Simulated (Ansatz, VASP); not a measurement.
## CO2: VASP beside Ansatz

INCAR

```
PREC = Accurate
ENCUT = 520
EDIFF = 1E-6
ISMEAR = -1
SIGMA = 0.05
LREAL = F
LASPH = T
NELM = 80
ALGO = Normal
ISIF = 2
LWAVE = F
LCHARG = F
GGA = CA
NBANDS = 25
```

Contents of KPOINTS:

```
regular mesh
0
Gamma
  9 9 9
```

The input POSCAR:

```
CO2
1.0
   -1.9747270000      1.9747270000      3.0140580000
    1.9747270000     -1.9747270000      3.0140580000
    1.9747270000      1.9747270000     -3.0140580000
O C
4 2
Direct
    0.8750000000      0.9597980000      0.5847980000
    0.3750000000      0.2902020000      0.4152020000
    0.0402020000      0.6250000000      0.9152020000
    0.7097980000      0.1250000000      0.0847980000
    0.0000000000      0.0000000000      0.0000000000
    0.7500000000      0.2500000000      0.5000000000
```

The input input.yaml:

```yaml
crystal:
  lattice:
    - [-1.974727, 1.974727, 3.014058]
    - [1.974727, -1.974727, 3.014058]
    - [1.974727, 1.974727, -3.014058]
  atoms:
    - { symbol: O, position: [0.875, 0.959798, 0.584798] }
    - { symbol: O, position: [0.375, 0.290202, 0.415202] }
    - { symbol: O, position: [0.040202, 0.625, 0.915202] }
    - { symbol: O, position: [0.709798, 0.125, 0.084798] }
    - { symbol: C, position: [0.0, 0.0, 0.0] }
    - { symbol: C, position: [0.75, 0.25, 0.5] }
kpoints:
  mp_grid: { grid: [9, 9, 9] }
  band_path:
    path:
      - [0.0, 0.0, 0.0]
      - [0.5, -0.5, 0.0]
      - [0.5, -0.5, 0.2146253035]
      - [0.3573126517, -0.3573126517, 0.3573126517]
      - [0.0, 0.0, 0.0]
      - [0.5, 0.5, -0.5]
      - [0.6426873483, 0.3573126517, -0.3573126517]
      - [0.5, 0.0, 0.0]
    npoints: 10
scf:
  occupations: { method: fermi_dirac, width: 0.05 }
hamiltonian:
  xc: lda
  pseudopotentials: { kind: all_electron, lapw: { basis_error: 0.002 } }
output:
  forces: true
  stress: true
  eigenvalues: true
```

Alike in both runs: functional LDA; k mesh 9 × 9 × 9; occupations fermi-dirac, width 0.05 eV; no spin polarisation.

|  | VASP | Ansatz |
| --- | --- | --- |
| version | VASP 6.6.1 | Ansatz 0.2.0 |
| potentials or method | VASP PAW LDA potentials, release 64 (O, C), cutoff 520 eV | all-electron LAPW, scalar-relativistic |
| task | single point | band structure |

```csv
,VASP,Ansatz,Ansatz less VASP
gap on the k mesh at the Fermi level (eV),7.40,7.45,+0.051
least direct gap on the mesh (eV),7.89,7.93,+0.042
pressure (GPa),-11.8,-13.4,-1.60
"traceless stress, the component that is largest in VASP (GPa)",-0.68,-0.60,+0.077
rms of the force components (eV/Å),0.198,0.237,+0.0391
```

LDA's correlation is that of Perdew and Zunger in VASP and of Perdew and Wang (1992) in Ansatz. Atom by atom the forces differ by 0.039 eV/Å (rms over components). Ansatz ran all-electron here, and VASP with PAW potentials.
